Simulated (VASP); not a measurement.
# WS2 in VASP: further runs

WS2 is run at these levels: r2SCAN+U; tasks: single point.

Everything below comes from runs of VASP 6.6.1. Logs are shortened: lines on timing, memory, paths and dates and some standing lists are left out, and cuts for length are marked.

## (1) The cell of the first run

The cell holds a slab with vacuum, 9 atoms: a = 3.183 Å, b = 3.183 Å, c = 28.532 Å, α = 90.00°, β = 90.00°, γ = 120.00°.

## (2) Single point, r2SCAN+U

The input, POSCAR:

```
WS2
1.0
    3.1829541699      0.0000000000      0.0000000000
   -1.5914770850      2.7565191702      0.0000000000
    0.0000000000      0.0000000000     28.5322178600
W S
3 6
Direct
    0.6666666667      0.3333333333      0.4343616800
    0.6666666667      0.3333333333      0.8855337800
    0.0000000000      0.0000000000      0.6592864300
    0.6666666667      0.3333333333      0.6046252100
    0.0000000000      0.0000000000      0.3797102500
    0.0000000000      0.0000000000      0.8308482800
    0.6666666667      0.3333333333      0.7139522100
    0.0000000000      0.0000000000      0.4890304200
    0.0000000000      0.0000000000      0.9401857300
```

The input, INCAR.step1:

```
  ALGO = Normal
  EDIFF = 1E-4
  ENCUT = 520
  GGA = PE
  ISMEAR = -1
  LASPH = True
  LCHARG = False
  LDAU = True
  LDAUJ = 0 0
  LDAUL = 2 -1
  LDAUTYPE = 2
  LDAUU = 5 0
  LMAXMIX = 4
  LREAL = False
  LWAVE = True
  NBANDS = 49
  NELM = 150
  PREC = Accurate
  SIGMA = 0.05
```

The input, INCAR.step2:

```
  ALGO = Normal
  EDIFF = 1E-6
  ENCUT = 520
  ISIF = 2
  ISMEAR = -1
  ISTART = 1
  LASPH = True
  LCHARG = True
  LDAU = True
  LDAUJ = 0 0
  LDAUL = 2 -1
  LDAUPRINT = 1
  LDAUTYPE = 2
  LDAUU = 5 0
  LELF = True
  LMAXMIX = 4
  LMIXTAU = True
  LREAL = False
  LVHAR = True
  LWAVE = False
  METAGGA = R2SCAN
  NBANDS = 49
  NELM = 150
  PREC = Accurate
  SIGMA = 0.05
```

The input, KPOINTS:

```
k-points
0
Gamma
  7 7 1
```

Potentials or basis: VASP PAW PBE potentials, release 64 (W_sv, S).

On the command line:

```console
> cat potpaw_PBE.64/W_sv/POTCAR potpaw_PBE.64/S/POTCAR > POTCAR
> cp INCAR.step1 INCAR
> mpirun -np 1 vasp_std > vasp.out
> cp INCAR.step2 INCAR
> mpirun -np 1 vasp_std > vasp.out
```

OUTCAR:

```text
EDIFF = 1E-6
   ENCUT = 520
   ISIF = 2
   ISMEAR = -1
   ISTART = 1
   LASPH = True
   LREAL = False
   METAGGA = R2SCAN
   NELM = 150
   PREC = Accurate

 ion  position               nearest neighbor table
   1  0.667  0.333  0.434-   5 2.41   5 2.41   5 2.41   8 2.41   8 2.41   8 2.41
   2  0.667  0.333  0.886-   9 2.41   9 2.41   9 2.41   6 2.41   6 2.41   6 2.41
   3  0.000  0.000  0.659-   4 2.41   4 2.41   4 2.41   7 2.41   7 2.41   7 2.41
   4  0.667  0.333  0.605-   3 2.41   3 2.41   3 2.41
   5  0.000  0.000  0.380-   1 2.41   1 2.41   1 2.41
   6  0.000  0.000  0.831-   2 2.41   2 2.41   2 2.41
   7  0.667  0.333  0.714-   3 2.41   3 2.41   3 2.41
   8  0.000  0.000  0.489-   1 2.41   1 2.41   1 2.41
   9  0.000  0.000  0.940-   2 2.41   2 2.41   2 2.41

  LATTYP: Found a hexagonal cell.
 ALAT       =     3.1829541699
 C/A-ratio  =     8.9640680754

  Lattice vectors:

 A1 = (   3.1829541699,   0.0000000000,   0.0000000000)
 A2 = (  -1.5914770850,   2.7565191702,   0.0000000000)
 A3 = (   0.0000000000,   0.0000000000,  28.5322178600)

Analysis of symmetry for initial positions (statically):
=====================================================================
 Subroutine PRICEL returns:
 Original cell was already a primitive cell.

 Routine SETGRP: Setting up the symmetry group for a
 hexagonal supercell.

 Subroutine GETGRP returns: Found  6 space group operations
 (whereof  6 operations were pure point group operations)
 out of a pool of 24 trial point group operations.

The static configuration has the point symmetry C_3v.

Analysis of symmetry for dynamics (positions and initial velocities):
=====================================================================
 Subroutine PRICEL returns:
 Original cell was already a primitive cell.

 Routine SETGRP: Setting up the symmetry group for a
 hexagonal supercell.

 Subroutine GETGRP returns: Found  6 space group operations
 (whereof  6 operations were pure point group operations)
 out of a pool of 24 trial point group operations.
[... 139 lines left out ...]

atom =   1  type =  1  l = 2

 onsite density matrix

spin component  1
[... 83 lines left out ...]
  o =  0.3086  v =  0.0002  0.8023 -0.0000  0.5970  0.0003  0.0000  0.0000  0.0000  0.0000  0.0000      0.0000  0.0000  0.0000  0.0000  0.0000  0.0000  0.0000  0.0000  0.0000  0.0000
  o =  0.3086  v =  0.0000  0.0000  0.0000  0.0000  0.0000  0.0002  0.8023 -0.0000  0.5970  0.0003      0.0000  0.0000  0.0000  0.0000  0.0000  0.0000  0.0000  0.0000  0.0000  0.0000
  o =  0.3086  v =  0.0000  0.0000  0.0000  0.0000  0.0000  0.0003 -0.5970 -0.0000  0.8023 -0.0002      0.0000  0.0000  0.0000  0.0000  0.0000  0.0000  0.0000  0.0000  0.0000  0.0000
  o =  0.3086  v =  0.0003 -0.5970 -0.0000  0.8023 -0.0002  0.0000  0.0000  0.0000  0.0000  0.0000      0.0000  0.0000  0.0000  0.0000  0.0000  0.0000  0.0000  0.0000  0.0000  0.0000
  o =  0.3229  v = -0.7858  0.0002  0.0000  0.0003 -0.6184  0.0000  0.0000  0.0000  0.0000  0.0000      0.0000  0.0000  0.0000  0.0000  0.0000  0.0000  0.0000  0.0000  0.0000  0.0000
  o =  0.3229  v =  0.0000  0.0000  0.0000  0.0000  0.0000 -0.7858  0.0002  0.0000  0.0003 -0.6184      0.0000  0.0000  0.0000  0.0000  0.0000  0.0000  0.0000  0.0000  0.0000  0.0000
  o =  0.3229  v =  0.6184  0.0003 -0.0000 -0.0002 -0.7858  0.0000  0.0000  0.0000  0.0000  0.0000      0.0000  0.0000  0.0000  0.0000  0.0000  0.0000  0.0000  0.0000  0.0000  0.0000
  o =  0.3229  v =  0.0000  0.0000  0.0000  0.0000  0.0000  0.6184  0.0003 -0.0000 -0.0002 -0.7858      0.0000  0.0000  0.0000  0.0000  0.0000  0.0000  0.0000  0.0000  0.0000  0.0000
  o =  0.3646  v =  0.0000  0.0000  0.0000  0.0000  0.0000  0.0000  0.0000  1.0000 -0.0000 -0.0000      0.0000  0.0000  0.0000  0.0000  0.0000  0.0000  0.0000  0.0000  0.0000  0.0000
  o =  0.3646  v =  0.0000  0.0000  1.0000 -0.0000 -0.0000  0.0000  0.0000  0.0000  0.0000  0.0000      0.0000  0.0000  0.0000  0.0000  0.0000  0.0000  0.0000  0.0000  0.0000  0.0000

 number of electron      78.0000002 magnetization

 Free energy of the ion-electron system (eV)
  ---------------------------------------------------
  ext. energy  EPLUGINS =         0.00000000
  ---------------------------------------------------
  free energy    TOTEN  =      -193.56802699 eV

  energy without entropy =     -193.56802697  energy(sigma->0) =     -193.56802698

 E-fermi :   3.4567     XC(G=0):  -7.8120

 val. band max:        2.6906869995   @ k =   0.0000   0.0000   0.0000
 cond. band min:       4.3201074738   @ k =   0.1429   0.1429   0.0000
 fundamental gap:      1.6294204743
 Fermi energy:         3.4567235018

 k-point     1 :       0.0000    0.0000    0.0000
  band No.  band energies     occupation
      1     -74.5197      2.00000
      2     -74.5188      2.00000
      3     -74.5186      2.00000
      4     -38.0307      2.00000
      5     -38.0290      2.00000
      6     -38.0290      2.00000
[... 405 lines left out ...]
     48       6.4072      0.00000
     49       7.9021      0.00000

------------------------ aborting loop because EDIFF is reached ----------------------------------------

  FORCE on cell =-STRESS in cart. coord.  units (eV):
  Direction    XX          YY          ZZ          XY          YZ          ZX
  --------------------------------------------------------------------------------------
  -------------------------------------------------------------------------------------
  Total        4.3142948      4.3142948      4.7181818     -0.0000000     -0.0000000      0.0000000
  in kB       27.6117202     27.6117202     30.1966189     -0.0000000     -0.0000000      0.0000000
  external PRESSURE =      28.4733531 kB  Pullay stress =       0.0000000 kB

 VOLUME and BASIS-vectors are now :
 -----------------------------------------------------------------------------
  energy-cutoff  :      520.00
  volume of cell :      250.34
      direct lattice vectors                 reciprocal lattice vectors
     3.182954170  0.000000000  0.000000000     0.314173547  0.181388182  0.000000000
    -1.591477085  2.756519170  0.000000000     0.000000000  0.362776363  0.000000000
     0.000000000  0.000000000 28.532217860     0.000000000  0.000000000  0.035048099

 POSITION                                       TOTAL-FORCE (eV/Angst)
 -----------------------------------------------------------------------------------
      1.59148      0.91884     12.39330        -0.000000     -0.000000     -0.006670
      1.59148      0.91884     25.26624         0.000000      0.000000     -0.003091
      0.00000      0.00000     18.81090        -0.000000      0.000000      0.004203
      1.59148      0.91884     17.25130         0.000000      0.000000     -0.478771
      0.00000      0.00000     10.83398        -0.000000      0.000000     -0.494307
      0.00000      0.00000     23.70594        -0.000000     -0.000000     -0.472354
      1.59148      0.91884     20.37064         0.000000     -0.000000      0.483255
      0.00000      0.00000     13.95312        -0.000000      0.000000      0.474963
      0.00000      0.00000     26.82558         0.000000      0.000000      0.492772
 -----------------------------------------------------------------------------------
    total drift:                               -0.000000      0.000000      0.000798

  FREE ENERGIE OF THE ION-ELECTRON SYSTEM (eV)
  ---------------------------------------------------
  free  energy   TOTEN  =      -193.5680269852 eV

  energy  without entropy=     -193.5680269694  energy(sigma->0) =     -193.56802698
```

OSZICAR.step1:

```text
N       E                     dE             d eps       ncg     rms          rms(c)
DAV:   1     0.798233263193E+03    0.79823E+03   -0.42061E+04   912   0.148E+03
DAV:   2    -0.965898777825E+00   -0.79920E+03   -0.77213E+03   925   0.393E+02
DAV:   3    -0.575857627317E+02   -0.56620E+02   -0.55845E+02   975   0.996E+01
DAV:   4    -0.596759495545E+02   -0.20902E+01   -0.20809E+01  1048   0.192E+01
DAV:   5    -0.597377193058E+02   -0.61770E-01   -0.61711E-01  1080   0.331E+00    0.451E+01
DAV:   6    -0.547596211021E+02    0.49781E+01   -0.21597E+01   974   0.239E+01    0.202E+01
DAV:   7    -0.543711828661E+02    0.38844E+00   -0.35465E+00   897   0.767E+00    0.665E+00
DAV:   8    -0.542889573834E+02    0.82225E-01   -0.44753E-01   967   0.340E+00    0.216E+00
DAV:   9    -0.542879901574E+02    0.96723E-03   -0.50898E-02  1080   0.960E-01    0.120E+00
DAV:  10    -0.542852103486E+02    0.27798E-02   -0.24929E-02   984   0.856E-01    0.206E-01
DAV:  11    -0.542850758718E+02    0.13448E-03   -0.27814E-03   968   0.289E-01    0.105E-01
DAV:  12    -0.542850081366E+02    0.67735E-04   -0.33379E-04   792   0.102E-01
   1 F= -.54285008E+02 E0= -.54285008E+02  d E =-.564766E-07
```

Run time: 5.6 min. Hardware: 1 thread of Intel Xeon 6975P-C (Granite Rapids), shared host; peak memory 0.42 GiB.

What came out:

```yaml
Free_energy: -193.5680 eV
Largest_force: 0.494 eV/Å
Band_gap_on_the_k_mesh: 1.63 eV (least direct gap 2.44 eV)
```

Forces on the atoms (eV/Å):
```
W    0.000  0.000 -0.007
W    0.000  0.000 -0.003
W    0.000  0.000  0.004
S    0.000  0.000 -0.479
S    0.000  0.000 -0.494
S    0.000  0.000 -0.472
S    0.000  0.000  0.483
S    0.000  0.000  0.475
S    0.000  0.000  0.493
```

Levels at points of the mesh, in eV from the valence-band top:
```tsv
k point	band 36	band 37	band 38	band 39	band 40	band 41	band 42	band 43
(0.00, 0.00, 0.00)	-2.12	-0.70	-0.32	0.00	2.70	2.70	2.70	2.70
```

Eigenvalues of the final occupation matrices:
```tsv
site	spin	trace	eigenvalues
site 1 d	1	1.63	0.31 0.31 0.32 0.32 0.36
site 1 d	2	1.63	0.31 0.31 0.32 0.32 0.36
site 2 d	1	1.63	0.31 0.31 0.32 0.32 0.36
site 2 d	2	1.63	0.31 0.31 0.32 0.32 0.36
site 3 d	1	1.63	0.31 0.31 0.32 0.32 0.36
site 3 d	2	1.63	0.31 0.31 0.32 0.32 0.36
```

Caveat: there is no dipole correction, which matters where the two faces differ; the PAW data sets were made with another functional, which shifts forces and pressure a little; spin-orbit coupling is left out, which moves the levels of the heavy elements.

## (3) Single point, r2SCAN+U

POSCAR is that of step 2.

The input, INCAR.step1:

```
ALGO = Normal ; EDIFF = 1E-4
ENCUT = 520 ; GGA = PE
ISMEAR = -1 ; LASPH = True
LCHARG = False ; LDAU = True
LDAUJ = 0 0 ; LDAUL = 2 -1
LDAUTYPE = 2 ; LDAUU = 6 0
LMAXMIX = 4 ; LREAL = False
LWAVE = True ; NBANDS = 49
NELM = 150 ; PREC = Accurate
SIGMA = 0.05
```

The input, INCAR.step2:

```
ALGO = Normal ; EDIFF = 1E-7
ENCUT = 520 ; ISIF = 2
ISMEAR = -1 ; ISTART = 1
LASPH = True ; LCHARG = False
LDAU = True ; LDAUJ = 0 0
LDAUL = 2 -1 ; LDAUPRINT = 1
LDAUTYPE = 2 ; LDAUU = 6 0
LMAXMIX = 4 ; LMIXTAU = True
LREAL = False ; LWAVE = False
METAGGA = R2SCAN ; NBANDS = 49
NELM = 150 ; PREC = Accurate
SIGMA = 0.05
```

KPOINTS is that of step 2.

Potentials or basis: VASP PAW PBE potentials, release 64 (W_sv, S).

On the command line:

```console
> cat potpaw_PBE.64/W_sv/POTCAR potpaw_PBE.64/S/POTCAR > POTCAR
> cp INCAR.step1 INCAR
> mpirun -np 1 vasp_std > vasp.out
> cp INCAR.step2 INCAR
> mpirun -np 1 vasp_std > vasp.out
```

OUTCAR:

```text
EDIFF = 1E-7
   ENCUT = 520
   ISIF = 2
   ISMEAR = -1
   ISTART = 1
   LASPH = True
   LREAL = False
   METAGGA = R2SCAN
   NELM = 150
   PREC = Accurate

 ion  position               nearest neighbor table
   1  0.667  0.333  0.434-   5 2.41   5 2.41   5 2.41   8 2.41   8 2.41   8 2.41
   2  0.667  0.333  0.886-   9 2.41   9 2.41   9 2.41   6 2.41   6 2.41   6 2.41
   3  0.000  0.000  0.659-   4 2.41   4 2.41   4 2.41   7 2.41   7 2.41   7 2.41
   4  0.667  0.333  0.605-   3 2.41   3 2.41   3 2.41
   5  0.000  0.000  0.380-   1 2.41   1 2.41   1 2.41
   6  0.000  0.000  0.831-   2 2.41   2 2.41   2 2.41
   7  0.667  0.333  0.714-   3 2.41   3 2.41   3 2.41
   8  0.000  0.000  0.489-   1 2.41   1 2.41   1 2.41
   9  0.000  0.000  0.940-   2 2.41   2 2.41   2 2.41

  LATTYP: Found a hexagonal cell.
 ALAT       =     3.1829541699
 C/A-ratio  =     8.9640680754

  Lattice vectors:

 A1 = (   3.1829541699,   0.0000000000,   0.0000000000)
 A2 = (  -1.5914770850,   2.7565191702,   0.0000000000)
 A3 = (   0.0000000000,   0.0000000000,  28.5322178600)

Analysis of symmetry for initial positions (statically):
=====================================================================
 Subroutine PRICEL returns:
 Original cell was already a primitive cell.

 Routine SETGRP: Setting up the symmetry group for a
 hexagonal supercell.

 Subroutine GETGRP returns: Found  6 space group operations
 (whereof  6 operations were pure point group operations)
 out of a pool of 24 trial point group operations.

The static configuration has the point symmetry C_3v.

Analysis of symmetry for dynamics (positions and initial velocities):
=====================================================================
[... 243 lines left out ...]
  o =  0.3187  v =  0.0012 -0.0004  0.0000 -0.0000  1.0000  0.0000  0.0000  0.0000  0.0000  0.0000      0.0000  0.0000  0.0000  0.0000  0.0000  0.0000  0.0000  0.0000  0.0000  0.0000
  o =  0.3187  v =  0.0000  0.0000  0.0000  0.0000  0.0000  0.0012 -0.0004  0.0000 -0.0000  1.0000      0.0000  0.0000  0.0000  0.0000  0.0000  0.0000  0.0000  0.0000  0.0000  0.0000
  o =  0.3656  v =  0.0000  0.0000  0.0000  0.0000  0.0000 -0.0000 -0.0000 -1.0000  0.0000  0.0000      0.0000  0.0000  0.0000  0.0000  0.0000  0.0000  0.0000  0.0000  0.0000  0.0000
  o =  0.3656  v = -0.0000 -0.0000 -1.0000  0.0000  0.0000  0.0000  0.0000  0.0000  0.0000  0.0000      0.0000  0.0000  0.0000  0.0000  0.0000  0.0000  0.0000  0.0000  0.0000  0.0000

 number of electron      78.0000002 magnetization

 Free energy of the ion-electron system (eV)
  ---------------------------------------------------
  ext. energy  EPLUGINS =         0.00000000
  ---------------------------------------------------
  free energy    TOTEN  =      -190.29043878 eV

  energy without entropy =     -190.29043877  energy(sigma->0) =     -190.29043877

 E-fermi :   3.4776     XC(G=0):  -7.8137

 val. band max:        2.7035303579   @ k =   0.0000   0.0000   0.0000
 cond. band min:       4.3521966035   @ k =   0.1429   0.1429   0.0000
 fundamental gap:      1.6486662456
 Fermi energy:         3.4776249124

 k-point     1 :       0.0000    0.0000    0.0000
  band No.  band energies     occupation
      1     -74.6690      2.00000
      2     -74.6681      2.00000
      3     -74.6678      2.00000
      4     -38.1610      2.00000
      5     -38.1593      2.00000
      6     -38.1592      2.00000
[... 405 lines left out ...]
     48       6.4590      0.00000
     49       7.9632      0.00000

------------------------ aborting loop because EDIFF is reached ----------------------------------------

  FORCE on cell =-STRESS in cart. coord.  units (eV):
  Direction    XX          YY          ZZ          XY          YZ          ZX
  --------------------------------------------------------------------------------------
  -------------------------------------------------------------------------------------
  Total        5.2846115      5.2846115      5.7380199     -0.0000000      0.0000000     -0.0000000
  in kB       33.8217995     33.8217995     36.7236378     -0.0000000      0.0000000     -0.0000000
  external PRESSURE =      34.7890790 kB  Pullay stress =       0.0000000 kB

 VOLUME and BASIS-vectors are now :
 -----------------------------------------------------------------------------
  energy-cutoff  :      520.00
  volume of cell :      250.34
      direct lattice vectors                 reciprocal lattice vectors
     3.182954170  0.000000000  0.000000000     0.314173547  0.181388182  0.000000000
    -1.591477085  2.756519170  0.000000000     0.000000000  0.362776363  0.000000000
     0.000000000  0.000000000 28.532217860     0.000000000  0.000000000  0.035048099

 POSITION                                       TOTAL-FORCE (eV/Angst)
 -----------------------------------------------------------------------------------
      1.59148      0.91884     12.39330         0.000000     -0.000000     -0.006329
      1.59148      0.91884     25.26624         0.000000     -0.000000     -0.003522
      0.00000      0.00000     18.81090        -0.000000     -0.000000      0.004207
      1.59148      0.91884     17.25130        -0.000000      0.000000     -0.586941
      0.00000      0.00000     10.83398        -0.000000     -0.000000     -0.603161
      0.00000      0.00000     23.70594         0.000000     -0.000000     -0.580339
      1.59148      0.91884     20.37064        -0.000000     -0.000000      0.591449
      0.00000      0.00000     13.95312        -0.000000      0.000000      0.582992
      0.00000      0.00000     26.82558         0.000000     -0.000000      0.601645
 -----------------------------------------------------------------------------------
    total drift:                               -0.000000      0.000000      0.000822

  FREE ENERGIE OF THE ION-ELECTRON SYSTEM (eV)
  ---------------------------------------------------
  free  energy   TOTEN  =      -190.2904387797 eV

  energy  without entropy=     -190.2904387659  energy(sigma->0) =     -190.29043877
```

OSZICAR.step1:

```text
N       E                     dE             d eps       ncg     rms          rms(c)
DAV:   1     0.801357640925E+03    0.80136E+03   -0.42052E+04   912   0.148E+03
DAV:   2     0.126662573947E+01   -0.80009E+03   -0.77344E+03   933   0.393E+02
DAV:   3    -0.546299542935E+02   -0.55897E+02   -0.55158E+02   975   0.994E+01
DAV:   4    -0.566521946145E+02   -0.20222E+01   -0.20135E+01  1056   0.191E+01
DAV:   5    -0.567100961768E+02   -0.57902E-01   -0.57842E-01  1064   0.326E+00    0.449E+01
DAV:   6    -0.514537240738E+02    0.52564E+01   -0.22381E+01   974   0.245E+01    0.202E+01
DAV:   7    -0.510655123683E+02    0.38821E+00   -0.33427E+00   930   0.742E+00    0.647E+00
DAV:   8    -0.509969035949E+02    0.68609E-01   -0.42165E-01   974   0.321E+00    0.217E+00
DAV:   9    -0.509954499003E+02    0.14537E-02   -0.42942E-02  1072   0.893E-01    0.119E+00
DAV:  10    -0.509931218332E+02    0.23281E-02   -0.21584E-02  1000   0.799E-01    0.179E-01
DAV:  11    -0.509930629629E+02    0.58870E-04   -0.19616E-03   975   0.239E-01    0.743E-02
DAV:  12    -0.509930425661E+02    0.20397E-04   -0.24405E-04   776   0.764E-02
   1 F= -.50993043E+02 E0= -.50993043E+02  d E =-.511591E-07
```

Run time: 6 min. Hardware: 1 thread of Intel Xeon 6975P-C (Granite Rapids), shared host; peak memory 0.43 GiB.

What came out:

```
Free energy            : -190.2904 eV
Largest force          : 0.603 eV/Å
Band gap on the k mesh : 1.65 eV (least direct gap 2.42 eV)
```

Forces on the atoms (eV/Å):
```
W    0.000  0.000 -0.006
W    0.000  0.000 -0.004
W    0.000  0.000  0.004
S    0.000  0.000 -0.587
S    0.000  0.000 -0.603
S    0.000  0.000 -0.580
S    0.000  0.000  0.591
S    0.000  0.000  0.583
S    0.000  0.000  0.602
```

Eigenvalues of the final occupation matrices:
```csv
site,spin,trace,eigenvalues
site 1 d,1,1.61,0.30 0.30 0.32 0.32 0.37
site 1 d,2,1.61,0.30 0.30 0.32 0.32 0.37
site 2 d,1,1.61,0.30 0.30 0.32 0.32 0.37
site 2 d,2,1.61,0.30 0.30 0.32 0.32 0.37
site 3 d,1,1.61,0.30 0.30 0.32 0.32 0.37
site 3 d,2,1.61,0.30 0.30 0.32 0.32 0.37
```

Caveat: there is no dipole correction, which matters where the two faces differ; the PAW data sets were made with another functional, which shifts forces and pressure a little; spin-orbit coupling is left out, which moves the levels of the heavy elements.
